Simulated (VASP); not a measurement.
Set up this calculation in VASP 6.6.1, as the native input.

- Task: single point
- Functional: PBE
- Potentials or basis: VASP PAW PBE potentials, release 64 (In_d, P)
- Cutoff: 520 eV
- k mesh: 14 × 14 × 20
- Occupations: gaussian, width 0.1 eV
- Spin: no spin polarisation
- Dipole correction: no
- Further INCAR settings: ALGO = Normal; EDIFF = 1e-06; NBANDS = 16

The structure of InP lies in POSCAR:

```
InP
1.0
    3.8891823421      0.0000000000      0.0000000000
    0.0000000000      3.8891823421      0.0000000000
    0.0000000000      0.0000000000      2.8812365457
In P
1 1
Direct
    0.5000000000      0.5000000000      0.5000000000
    0.0000000000      0.0000000000      0.5000000000
```

These files were run (other wordings do the same):

INCAR

```
SYSTEM = InP
  ALGO = Normal
  EDIFF = 1E-6
  ENCUT = 520
  GGA = PE
  ISIF = 2
  ISMEAR = 0
  LASPH = .True.
  LCHARG = .False.
  LREAL = .False.
  LWAVE = .False.
  NBANDS = 16
  NELM = 60
  PREC = Accurate
  SIGMA = 0.1
```

KPOINTS

```
k-points
0
Gamma
  14 14 20
  0 0 0
```

Potentials or basis: VASP PAW PBE potentials, release 64 (In_d, P).

Launch:

```bash
$ cat potpaw_PBE.64/In_d/POTCAR potpaw_PBE.64/P/POTCAR > POTCAR
$ mpirun -np 1 vasp_std > vasp.out
```

Results of the run:

```
Pressure               : 0.0 GPa
Band gap on the k mesh : zero (band 9 reaches 8.81 eV, above the bottom of band 10 at 4.55 eV)
```

Caveat: spin-orbit coupling is left out, which moves the levels of the heavy elements.

It took 100 s on 1 thread of AMD EPYC 9R45 96-Core Processor (Zen 5), on a shared host, peak memory 0.34 GiB.
